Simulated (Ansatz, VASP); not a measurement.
# BaTlN: VASP beside Ansatz

```
CELL_PARAMETERS angstrom
4.41561 0.00000 0.00000
-2.20780 3.82403 0.00000
0.00000 0.00000 4.60579
ATOMIC_POSITIONS crystal
Ba 0.66667 0.33333 0.00000
Tl 0.33333 0.66667 0.50000
N 0.00000 0.00000 0.50000
```

Change from the starting cell: species swapped into the GdZnSi type (P-6m2, No. 187).

Alike in both runs: functional PBE; k mesh 4 × 4 × 3; occupations gaussian, width 0.15 eV; no spin polarisation.

Ansatz relaxed the structure, and its values are those at the end. VASP's run is a single point on that final structure, the one shown.

```csv
,VASP,Ansatz
version,VASP 6.6.1,Ansatz 0.2.0
potentials or method,"VASP PAW PBE potentials, release 64 (Ba_sv, Tl_d, N), cutoff 600 eV","scalar-relativistic, plane waves, PAW"
valence electrons in the cell,28,28
```

|  | VASP | Ansatz | Ansatz less VASP |
| --- | --- | --- | --- |
| gap on the k mesh at the Fermi level (eV) | none | none | - |
| pressure (GPa) | 0.1 | -0.2 | -0.31 |

A gap of «none» marks a metal or a gap that the smearing closes.

The k mesh is coarse, so the values compare programs but aren't converged. Neither program's run includes spin-orbit coupling.
